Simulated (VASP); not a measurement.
# SiO2 in VASP: single point with PBE+D3(BJ)

Aim: the single point of SiO2 with PBE+D3(BJ).

Program: VASP 6.6.1. These are calculated values, not measurements. Logs are shortened: lines on timing, memory, paths and dates and some standing lists are left out, and cuts for length are marked.

## 1. The cell of the first run

The cell holds a sheet with vacuum, 6 atoms: a = 3.335 Å, b = 3.335 Å, c = 29.981 Å, α = 90.00°, β = 90.00°, γ = 90.00°.

## 2. Single point, PBE+D3(BJ)

Contents of INCAR:

```
PREC = Accurate
ENCUT = 520
EDIFF = 1E-6
ISMEAR = 0
SIGMA = 0.1
LREAL = F
LASPH = T
NELM = 120
ALGO = Normal
ISIF = 2
LWAVE = F
LCHARG = F
LDIPOL = T
IDIPOL = 3
DIPOL = 0.5 0.5 0.300
GGA = PE
IVDW = 12
ISYM = 0
NBANDS = 25
GGA_COMPAT = F
NELMDL = -8
```

Contents of KPOINTS:

```
Automatic mesh
0
Gamma
  12 12 1
```

Contents of POSCAR:

```
SiO2
1.0
    3.3352742591      0.0000000000      0.0000000000
    0.0000000000      3.3352742591      0.0000000000
    0.0000000000      0.0000000000     29.9813375200
Si O
2 4
Direct
    0.0000000000      0.0000000000      0.2503304777
    0.5000000000      0.5000000000      0.3500430043
    0.0000000000      0.5000000000      0.2495796577
    0.5000000000      0.0000000000      0.2495796577
    0.5000000000      0.0000000000      0.3507938242
    0.0000000000      0.5000000000      0.3507938242
```

Potentials or basis: VASP PAW PBE potentials, release 64 (Si, O).

Run with:

```bash
$ cat potpaw_PBE.64/Si/POTCAR potpaw_PBE.64/O/POTCAR > POTCAR
$ mpirun -np 1 vasp_std > vasp.out
```

OUTCAR:

```text
PREC = Accurate
   ENCUT = 520
   EDIFF = 1E-6
   ISMEAR = 0
   LREAL = F
   LASPH = T
   NELM = 120
   ISIF = 2
   GGA = PE
   IVDW = 12
   ISYM = 0
   NELMDL = -8
 IVDW          = 12

 ion  position               nearest neighbor table
   1  0.000  0.000  0.250-   3 1.67   4 1.67   3 1.67   4 1.67
   2  0.500  0.500  0.350-   5 1.67   6 1.67   5 1.67   6 1.67
   3  0.000  0.500  0.250-   1 1.67   1 1.67
   4  0.500  0.000  0.250-   1 1.67   1 1.67
   5  0.500  0.000  0.351-   2 1.67   2 1.67
   6  0.000  0.500  0.351-   2 1.67   2 1.67

IMPORTANT INFORMATION: All symmetrisations will be switched off!
NOSYMM: (Re-)initialisation of all symmetry stuff for point group C_1.

----------------------------------------------------------------------------------------

                                     Primitive cell

  volume of cell :     333.5140

  direct lattice vectors                    reciprocal lattice vectors
     3.335274259  0.000000000  0.000000000     0.299825418  0.000000000  0.000000000
     0.000000000  3.335274259  0.000000000     0.000000000  0.299825418  0.000000000
     0.000000000  0.000000000 29.981337520     0.000000000  0.000000000  0.033354082

  length of vectors
     3.335274259  3.335274259 29.981337520     0.299825418  0.299825418  0.033354082

  position of ions in fractional coordinates (direct lattice)
     0.000000000  0.000000000  0.250330478
     0.500000000  0.500000000  0.350043004
     0.000000000  0.500000000  0.249579658
     0.500000000  0.000000000  0.249579658
     0.500000000  0.000000000  0.350793824
     0.000000000  0.500000000  0.350793824

  ion indices of the primitive-cell ions
   primitive index   ion index
                 1           1
                 2           2
                 3           3
                 4           4
                 5           5
                 6           6

----------------------------------------------------------------------------------------

 KPOINTS: Automatic mesh

Automatic generation of k-mesh.
 Grid dimensions read from file:
 generate k-points for:   12   12    1

 Generating k-lattice:

  Cartesian coordinates                     Fractional coordinates (reciprocal lattice)
     0.024985452  0.000000000  0.000000000     0.083333333  0.000000000  0.000000000
     0.000000000  0.024985452  0.000000000     0.000000000  0.083333333  0.000000000
     0.000000000  0.000000000  0.033354082     0.000000000  0.000000000  1.000000000

  Length of vectors
     0.024985452  0.024985452  0.033354082

  Shift w.r.t. Gamma in fractional coordinates (k-lattice)
     0.000000000  0.000000000  0.000000000

 Subroutine IBZKPT returns following result:
 ===========================================

 Found     74 irreducible k-points:

 Following reciprocal coordinates:
            Coordinates               Weight
  0.000000  0.000000  0.000000      1.000000
  0.083333  0.000000  0.000000      2.000000
  0.000000  0.083333  0.000000      2.000000
  0.166667  0.000000  0.000000      2.000000
  0.000000  0.166667  0.000000      2.000000
  0.250000  0.000000  0.000000      2.000000
[... 16 lines left out ...]
  0.083333  0.250000  0.000000      2.000000
  0.333333  0.083333  0.000000      2.000000
 [... further k-points ...]
   k-points           NKPTS =     74   k-points in BZ     NKDIM =     74   number of bands    NBANDS=     25
   number of dos      NEDOS =    301   number of ions     NIONS =      6
   total plane-waves  NPLWV = 175616
   dimension x,y,z NGX =    28 NGY =   28 NGZ =  224
   dimension x,y,z NGXF=    56 NGYF=   56 NGZF=  448
   ions per type =               2   4
   NGX,Y,Z   is equivalent  to a cutoff of  13.96, 13.96, 12.42 a.u.
   NGXF,Y,Z  is equivalent  to a cutoff of  27.91, 27.91, 24.84 a.u.
 SYSTEM =  unknown system
   PREC   = accura    normal or accurate (medium, high low for compatibility)
   ISTART =      0    job   : 0-new  1-cont  2-samecut
   ICHARG =      2    charge: 1-file 2-atom 10-const
   ISPIN  =      1    spin polarized calculation?
   LNONCOLLINEAR =      F non collinear calculations
   LSORBIT =      F    spin-orbit coupling
   LASPH  =      T    aspherical Exc in radial PAW
   ENCUT  =  520.0 eV  38.22 Ry    6.18 a.u.   6.20  6.20 55.75*2*pi/ulx,y,z
   NELM   =    120;   NELMIN=  2; NELMDL= -8     # of ELM steps
   EDIFF  = 0.1E-05   stopping-criterion for ELM
   LREAL  =      F    real-space projection
   EDIFFG = 0.1E-04   stopping-criterion for IOM
   NSW    =      0    number of steps for IOM
   IBRION =     -1    ionic relax: 0-MD 1-quasi-New 2-CG
   NFREE  =      0    steps in history (QN), initial steepest desc. (CG)
   ISIF   =      2    stress and relaxation
   ISYM   =      0    0-nonsym 1-usesym 2-fastsym
   POTIM  = 0.5000    time-step for ionic-motion
   TEBEG  =    0.0;   TEEND  =   0.0 temperature during run
   PSTRESS=    0.0 pullay stress
   NELECT =      32.0000    total number of electrons
   NUPDOWN=      -1.0000    fix difference up-down
   EMIN   =  10.00;   EMAX   =-10.00  energy-range for DOS
   EFERMI =   0.00;   METHOD = LEGACY
   ISMEAR =     0;   SIGMA  =   0.10  broadening in eV -4-tet -1-fermi 0-gaus
   EFERMI_NEDOS =   21; number of points for ismear=-14 and -15
   IALGO  =     38    algorithm
   IMIX   =      4    mixing-type and parameters
     AMIX     =   0.40;   BMIX     =  1.00
     AMIX_MAG =   1.60;   BMIX_MAG =  1.00
  volume/ion in A,a.u.               =      55.59       375.11
  Fermi-wavevector in a.u.,A,eV,Ry     =   0.749469  1.416290  7.642436  0.561703
  Thomas-Fermi vector in A             =   1.845995
   LORBIT       =      0    0 simple, 1 ext, 2 COOP (PROOUT), +10 PAW based schemes
   GGA     = PE    functional components
   LHFCALC =     F    Hartree Fock is set to
   AEXX    =    0.0000 exact exchange contribution
   IVDW    =    12    specifies the selected vdW correction
   LEPSILON=     F    determine dielectric tensor
   LRPA    =     F    only Hartree local field effects (RPA)
 non-spin polarized calculation
 Gauss-broadening in eV      SIGMA  =   0.10
  energy-cutoff  :      520.00
  volume of cell :      333.51
 maximum number of plane-waves:      9024
 NGX is ok and might be reduce to    28
   NGX = 13   NGY = 13   NGZ =111

 dipolmoment           0.000000      0.000000     -0.000040 electrons x Angstroem

 number of electron      32.0000015 magnetization

 dipolmoment           0.000000      0.000000      0.000001 electrons x Angstroem

 Free energy of the ion-electron system (eV)
  ---------------------------------------------------
  ext. energy  EPLUGINS =         0.00000000
  ---------------------------------------------------
  free energy    TOTEN  =       -40.86187051 eV

  energy without entropy =      -40.86034263  energy(sigma->0) =      -40.86110657

 E-fermi :  -1.6749     XC(G=0):  -2.3902

 val. band max:       -1.6968840017   @ k =   0.5000   0.5000   0.0000
 cond. band min:      -1.5216544808   @ k =   0.0000   0.0833   0.0000
 fundamental gap:      0.1752295209
 Fermi energy:        -1.6748935577

 k-point     1 :       0.0000    0.0000    0.0000
  band No.  band energies     occupation
      1     -23.5133      2.00000
      2     -23.3229      2.00000
      3     -19.8123      2.00000
      4     -19.7232      2.00000
      5     -10.4868      2.00000
      6     -10.4868      2.00000
[... 17 lines left out ...]
     24       3.0981      0.00000
     25       3.6177      0.00000

 k-point     2 :       0.0833    0.0000    0.0000
  band No.  band energies     occupation
      1     -23.4603      2.00000
      2     -23.2710      2.00000
      3     -19.8840      2.00000
      4     -19.7929      2.00000
      5     -10.4992      2.00000
      6     -10.4501      2.00000
[... 17 lines left out ...]
     24       3.1482      0.00000
     25       3.5965      0.00000

 k-point     3 :       0.0000    0.0833    0.0000
  band No.  band energies     occupation
      1     -23.4603      2.00000
      2     -23.2710      2.00000
      3     -19.8840      2.00000
      4     -19.7929      2.00000
      5     -10.4992      2.00000
      6     -10.4501      2.00000
[... 17 lines left out ...]
     24       3.1482      0.00000
     25       3.5965      0.00000

 k-point     4 :       0.1667    0.0000    0.0000
  band No.  band energies     occupation
      1     -23.3032      2.00000
      2     -23.1178      2.00000
      3     -20.0923      2.00000
      4     -19.9950      2.00000
      5     -10.5256      2.00000
      6     -10.4012      2.00000
[... 17 lines left out ...]
     24       3.2137      0.00000
     25       3.5626      0.00000

 k-point     5 :       0.0000    0.1667    0.0000
  band No.  band energies     occupation
      1     -23.3032      2.00000
      2     -23.1178      2.00000
      3     -20.0923      2.00000
      4     -19.9950      2.00000
      5     -10.5256      2.00000
      6     -10.4012      2.00000
[... 17 lines left out ...]
     24       3.2137      0.00000
     25       3.5626      0.00000

 k-point     6 :       0.2500    0.0000    0.0000
  band No.  band energies     occupation
      1     -23.0494      2.00000
      2     -22.8706      2.00000
      3     -20.4171      2.00000
      4     -20.3103      2.00000
      5     -10.5445      2.00000
      6     -10.4294      2.00000
[... 17 lines left out ...]
     24       3.3255      0.00000
     25       3.7869      0.00000
[... 393 lines left out ...]
 k-point    21 :      -0.0833    0.2500    0.0000
  band No.  band energies     occupation
      1     -23.0012      2.00000
      2     -22.8237      2.00000
      3     -20.4479      2.00000
      4     -20.3407      2.00000
      5     -11.1019      2.00000
      6     -10.9859      2.00000
[... 17 lines left out ...]
     24       3.3523      0.00000
     25       3.8477      0.00000

 k-point    22 :      -0.2500    0.0833    0.0000
  band No.  band energies     occupation
      1     -23.0012      2.00000
      2     -22.8237      2.00000
      3     -20.4479      2.00000
      4     -20.3407      2.00000
      5     -11.1019      2.00000
      6     -10.9859      2.00000
[... 17 lines left out ...]
     24       3.3523      0.00000
     25       3.8477      0.00000

 k-point    23 :       0.0833    0.2500    0.0000
  band No.  band energies     occupation
      1     -23.0012      2.00000
      2     -22.8237      2.00000
      3     -20.4479      2.00000
      4     -20.3407      2.00000
      5     -11.1019      2.00000
      6     -10.9859      2.00000
[... 17 lines left out ...]
     24       3.3523      0.00000
     25       3.8477      0.00000

 k-point    24 :       0.3333    0.0833    0.0000
  band No.  band energies     occupation
      1     -22.6679      2.00000
      2     -22.5008      2.00000
      3     -20.8360      2.00000
      4     -20.7188      2.00000
      5     -11.1850      2.00000
      6     -11.0944      2.00000
[... 17 lines left out ...]
     24       3.9154      0.00000
     25       4.4254      0.00000

 [... further k-points ...]

------------------------ aborting loop because EDIFF is reached ----------------------------------------

 vacuum level on the upper side and lower side of the slab       (xc-potential included)        -0.007        -0.007

 Edisp (eV)   -0.69308

 E8    (eV) :    -0.2517

  FORCE on cell =-STRESS in cart. coord.  units (eV):
  Direction    XX          YY          ZZ          XY          YZ          ZX
  --------------------------------------------------------------------------------------
  -------------------------------------------------------------------------------------
  Total       0.16209     0.16209    -0.09444     0.00000     0.00000    -0.00000
  in kB       0.77866     0.77866    -0.45367     0.00000     0.00000    -0.00000
  external pressure =        0.37 kB  Pullay stress =        0.00 kB

 VOLUME and BASIS-vectors are now :
 -----------------------------------------------------------------------------
  energy-cutoff  :      520.00
  volume of cell :      333.51
      direct lattice vectors                 reciprocal lattice vectors
     3.335274259  0.000000000  0.000000000     0.299825418  0.000000000  0.000000000
     0.000000000  3.335274259  0.000000000     0.000000000  0.299825418  0.000000000
     0.000000000  0.000000000 29.981337520     0.000000000  0.000000000  0.033354082

 POSITION                                       TOTAL-FORCE (eV/Angst)
 -----------------------------------------------------------------------------------
      0.00000      0.00000      7.50524         0.000000     -0.000000     -0.001675
      1.66764      1.66764     10.49476        -0.000000      0.000000      0.001660
      0.00000      1.66764      7.48273         0.000000      0.000000     -0.000067
      1.66764      0.00000      7.48273        -0.000000     -0.000000     -0.000068
      1.66764      0.00000     10.51727        -0.000000     -0.000000      0.000075
      0.00000      1.66764     10.51727         0.000000      0.000000      0.000075
 -----------------------------------------------------------------------------------
    total drift:                                0.000000     -0.000000      0.000032

  FREE ENERGIE OF THE ION-ELECTRON SYSTEM (eV)
  ---------------------------------------------------
  free  energy   TOTEN  =       -41.5549488751 eV

  energy  without entropy=      -41.5534209964  energy(sigma->0) =      -41.55418494

 vacuum level on the upper side and lower side of the slab         1.772         1.772
```

Wall time 20 min (1 thread of Intel Xeon 6975P-C, shared host); peak memory 0.76 GiB.

What came out:

| Property | Result |
| --- | --- |
| Free energy | -41.5549 eV |
| Band gap on the k mesh | zero (band 16 reaches -1.70 eV, above the bottom of band 17 at -1.76 eV) |
| Dispersion energy per atom | -0.116 eV |

Levels at points of the mesh, in eV from the Fermi level:
```tsv
k point	band 13	band 14	band 15	band 16	band 17	band 18	band 19	band 20
(0.00, 0.00, 0.00)	-1.76	-1.76	-1.74	-1.74	-0.08	0.86	3.16	3.21
(0.50, 0.00, 0.00)	-3.34	-3.34	-3.33	-3.33	3.16	3.16	3.60	3.60
(0.00, 0.50, 0.00)	-3.34	-3.34	-3.33	-3.33	3.16	3.16	3.60	3.60
(0.50, 0.50, 0.00)	-3.69	-3.69	-0.02	-0.02	0.82	0.82	4.91	4.91
```
